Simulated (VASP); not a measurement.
# Ge: relaxation of cell and atoms with PBE

The system is Ge.

```xyz
6
Lattice="4.0026 0.0000 0.0000 -2.0013 3.4664 0.0000 0.0000 0.0000 10.1382" Properties=species:S:1:pos:R:3 pbc="T T T"
Ge    0.0000    0.0000    5.0691
Ge    0.0000    0.0000    0.0000
Ge    2.0013    1.1555    3.7947
Ge    0.0000    2.3109    6.3436
Ge    0.0000    2.3109    8.8638
Ge    2.0013    1.1555    1.2744
```

The cell was generated, and may not be a known phase.

- Program: VASP 6.6.1
- Task: relaxation of cell and atoms
- Functional: PBE
- Potentials or basis: VASP PAW PBE potentials, release 64 (Ge_d)
- Cutoff: 600 eV
- k mesh: 12 × 12 × 4
- Occupations: gaussian, width 0.1 eV
- Spin: no spin polarisation
- Dipole correction: no
- Further INCAR settings: ALGO = Fast; EDIFF = 1e-07; IBRION = 2; EDIFFG = -0.01; NSW = 100; ISIF = 3

The relaxed volume is 23.19 Å³/atom and the relaxed cell is a = 3.909 Å, b = 3.909 Å, c = 10.510 Å, α = 90.00°, β = 90.00°, γ = 120.00°. The space group after relaxing (to 0.1 Å) is P6_3/mmc (No. 194) and the energy gained by relaxing is 7.5 meV/atom. The ionic steps are 10 and the pressure after relaxing is 0.0 GPa. The band gap on the k mesh is zero (bands 42 and 43 overlap by 1.88 eV).

Forces on the atoms (eV/Å):
```
Ge   0.000  0.000  0.000
Ge   0.000  0.000  0.000
Ge   0.000  0.000  0.002
Ge   0.000  0.000 -0.002
Ge   0.000  0.000  0.002
Ge   0.000  0.000 -0.002
```

Step by step:
```csv
step,energy change (eV),largest force (eV/Å),pressure (GPa),volume (Å³)
1,0.0000,0.0477,0.46,140.66
2,-0.0164,0.0710,-0.17,142.02
3,-0.0188,0.1324,-0.52,142.87
4,-0.0283,0.1682,-0.31,141.71
5,-0.0358,0.2178,0.23,139.32
6,-0.0418,0.1095,0.13,138.94
7,-0.0426,0.0508,0.07,138.74
8,-0.0446,0.0195,0.00,138.97
9,-0.0449,0.0042,-0.01,139.07
10,-0.0449,0.0025,0.00,139.11
```

Final structure:
```cif
data_structure
_symmetry_space_group_name_H-M 'P 1'
_symmetry_Int_Tables_number 1
_cell_length_a 3.9094
_cell_length_b 3.9094
_cell_length_c 10.5105
_cell_angle_alpha 90.000
_cell_angle_beta 90.000
_cell_angle_gamma 120.000
_cell_volume 139.11
loop_
_atom_site_label
_atom_site_type_symbol
_atom_site_fract_x
_atom_site_fract_y
_atom_site_fract_z
_atom_site_occupancy
Ge1 Ge 0.00000 0.00000 0.50000 1
Ge2 Ge 0.00000 0.00000 0.00000 1
Ge3 Ge 0.66667 0.33333 0.37097 1
Ge4 Ge 0.33333 0.66667 0.62903 1
Ge5 Ge 0.33333 0.66667 0.87097 1
Ge6 Ge 0.66667 0.33333 0.12903 1
```

Levels at points of the mesh, in eV from the Fermi level:
| k point | band 39 | band 40 | band 41 | band 42 | band 43 | band 44 | band 45 | band 46 |
| --- | --- | --- | --- | --- | --- | --- | --- | --- |
| (0.00, 0.00, 0.00) | -0.30 | 0.15 | 0.15 | 0.77 | 0.77 | 1.33 | 1.94 | 1.94 |
| (0.50, 0.00, 0.00) | -2.72 | -2.45 | -1.97 | -0.65 | -0.28 | 0.63 | 1.55 | 2.29 |
| (0.00, 0.00, 0.50) | -0.14 | -0.14 | 1.07 | 1.07 | 1.33 | 1.33 | 1.33 | 1.33 |
| (0.50, 0.00, 0.50) | -2.24 | -2.24 | -1.45 | -1.45 | 0.68 | 0.68 | 1.44 | 1.44 |

Run time: 82 min on 1 thread of Oxide Virtual Turin-like Processor, on a shared host, peak memory 0.48 GiB.
